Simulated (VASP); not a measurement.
## ZnSe: single point with PBEsol

ZnSe:

```
CELL_PARAMETERS angstrom
4.14765 0.00000 0.00000
0.00000 4.14765 0.00000
0.00000 0.00000 5.69553
ATOMIC_POSITIONS crystal
Zn 0.00000 0.00000 0.00000
Zn 0.50000 0.50000 0.00000
Se 0.00000 0.50000 0.25008
Se 0.50000 0.00000 0.74992
```

| Quantity | Value |
| --- | --- |
| Program | VASP 6.6.1 |
| Task | single point |
| Functional | PBEsol |
| Potentials or basis | VASP PAW PBE potentials, release 64 (Zn, Se) |
| Cutoff | 520 eV |
| k mesh | 8 × 8 × 6 |
| Occupations | gaussian, width 0.05 eV |
| Spin | no spin polarisation |

```yaml
Pressure: -1.4 GPa
Largest_force: 0.106 eV/Å
Band_gap_on_the_k_mesh: 1.40 eV, direct
```

Forces on the atoms (eV/Å):
```
Zn   0.000  0.000  0.000
Zn   0.000  0.000  0.000
Se   0.000  0.000  0.106
Se   0.000  0.000 -0.106
```

Stress tensor (GPa, compression positive):
```
-2.11  0.00  0.00
 0.00 -2.11  0.00
 0.00  0.00 -0.06
```

Levels at points of the mesh, in eV from the valence-band top:
| k point | band 16 | band 17 | band 18 | band 19 | band 20 | band 21 |
| --- | --- | --- | --- | --- | --- | --- |
| (0.00, 0.00, 0.00) | -0.20 | -0.20 | 0.00 | 1.40 | 1.69 | 2.58 |
| (0.50, 0.00, 0.00) | -1.70 | -1.14 | -1.14 | 3.19 | 3.19 | 5.82 |
| (0.50, 0.50, 0.00) | -2.31 | -2.11 | -2.11 | 3.18 | 3.18 | 3.54 |
| (0.00, 0.00, 0.50) | -1.31 | -0.59 | -0.59 | 1.56 | 3.22 | 3.74 |
| (0.50, 0.00, 0.50) | -1.09 | -0.75 | -0.75 | 2.31 | 2.31 | 5.81 |
| (0.50, 0.50, 0.50) | -2.71 | -2.63 | -2.63 | 4.81 | 4.81 | 5.13 |

Wall time 2.6 min on 1 thread of Intel(R) Xeon(R) Platinum 8375C CPU @ 2.90GHz (Ice Lake), with other jobs on the host, peak memory 0.27 GiB.

Caveat: the PAW data sets were made with another functional, which shifts forces and pressure a little. PBEsol gaps usually lie below the measured ones, often by a third to a half.
